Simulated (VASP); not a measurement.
Input of a VASP 6.6.1 run:

The input POSCAR:

```
In
1.0
    3.2123895088      0.0000000000      0.0000000000
   -1.6061947544      2.7820109215      0.0000000000
    0.0000000000      0.0000000000      3.0015764473
In
1
Direct
    0.0000000000      0.0000000000      0.0000000000
```

File INCAR.step1:

```
PREC = Accurate ; ENCUT = 550
ISMEAR = 0 ; SIGMA = 0.1
LREAL = F ; LASPH = T
NELM = 120 ; GGA = PE
ALGO = Normal ; EDIFF = 1E-5
LWAVE = T ; LCHARG = F
GGA_COMPAT = F ; IBRION = 2
ISIF = 3 ; EDIFFG = -0.005
NELMIN = 4 ; NSW = 100
```

INCAR.step2

```
PREC = Accurate ; ENCUT = 550
EDIFF = 1E-7 ; ISMEAR = 0
SIGMA = 0.1 ; LREAL = F
LASPH = T ; NELM = 120
ALGO = Normal ; ISIF = 3
LWAVE = F ; LCHARG = F
METAGGA = R2SCAN ; LMIXTAU = T
IBRION = 2 ; NSW = 100
EDIFFG = -0.01 ; ISTART = 1
GGA_COMPAT = F ; NELMIN = 4
```

KPOINTS

```
regular mesh
0
Gamma
  21 21 18
```

Potentials or basis: VASP PAW PBE potentials, release 64 (In_d).

Launch:

```console
$ cat potpaw_PBE.64/In_d/POTCAR > POTCAR
$ cp INCAR.step1 INCAR
$ mpirun -np 1 vasp_std > vasp.out
$ cp INCAR.step2 INCAR
$ mpirun -np 1 vasp_std > vasp.out
```

Task: Estimate the relaxed volume.

Result: 27.10 Å³/atom.

Task: What does it give for the band gap on the k mesh?

Result: Zero (an odd number of electrons rules out a gap without spin polarisation).

Final structure:
```xyz
1
Lattice="3.2015 0.0000 0.0000 -1.6008 2.7726 0.0000 0.0000 0.0000 3.0527" Properties=species:S:1:pos:R:3 pbc="T T T"
In    0.0000    0.0000    0.0000
```

Caveat: the PAW data sets were made with another functional, which shifts forces and pressure a little; spin-orbit coupling is left out, which moves the levels of the heavy elements.
